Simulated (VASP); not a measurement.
Write the native input for VASP 6.6.1 that does the following.

| Property | Result |
| --- | --- |
| Task | single point |
| Functional | PBEsol |
| Potentials or basis | VASP PAW PBE potentials, release 64 (Be, H) |
| Cutoff | 520 eV |
| k mesh | 5 × 5 × 3 |
| Occupations | gaussian, width 0.15 eV |
| Spin | no spin polarisation |
| Dipole correction | no |
| Further INCAR settings | LREAL = Auto; ALGO = Normal; EDIFF = 1e-06; NBANDS = 30 |

The structure of Be16H (a cell with a defect) lies in POSCAR:

```
Be16H
1.0
   -2.2900000000     -3.9663960000      0.0000000000
    3.4350000000     -1.9831980000      0.0000000000
    0.0000000000      0.0000000000      7.1768600000
Be H
16 1
Direct
    0.7355468136      0.4994635235      0.0000462598
    0.5008844460      0.3353421780      0.2513749746
    0.7496011735      0.4983536207      0.5000482105
    0.5008843875      0.3353433035      0.7487214464
    0.5027829485     -0.0021612949      0.0000473745
    0.2520612048      0.8352259560      0.2543258472
    0.4994573421      0.0041051858      0.5000483498
    0.2520600253      0.8352298277      0.7457687624
    0.2673091086      0.4811225207      0.0000431944
   -0.0007063876      0.3263747809      0.2556219572
    0.2503451910      0.4980187736      0.5000484892
   -0.0007081129      0.3263797443      0.7444730704
   -0.0075754850      0.0194405064      0.0000447271
    0.7461996721      0.8363479619      0.2548117143
    0.0002030855     -0.0044940129      0.5000482105
    0.7461977734      0.8363487339      0.7452845673
    0.0098286794      0.6638240687      1.0000395716
```

The input as run:

INCAR

```
SYSTEM = Be16H
PREC = Accurate
ENCUT = 520
EDIFF = 1E-6
ISMEAR = 0
SIGMA = 0.15
LREAL = Auto
LASPH = .TRUE.
NELM = 100
ALGO = Normal
ISIF = 2
LWAVE = .FALSE.
LCHARG = .FALSE.
GGA = PS
NBANDS = 30
```

KPOINTS

```
Automatic mesh
0
G
  5 5 3
  0 0 0
```

Potentials or basis: VASP PAW PBE potentials, release 64 (Be, H).

Command:

```console
$ cat potpaw_PBE.64/Be/POTCAR potpaw_PBE.64/H/POTCAR > POTCAR
$ mpirun -np 1 vasp_std > vasp.out
```

Results of the run:

```json
{
 "Pressure": "0.7 GPa",
 "Largest force": "0.056 eV/Å"
}
```

Caveat: the PAW data sets were made with another functional, which shifts forces and pressure a little.

Run time: 110 s on 1 thread of Intel(R) Xeon(R) 6975P-C (Granite Rapids), on a shared host, peak memory 0.27 GiB.
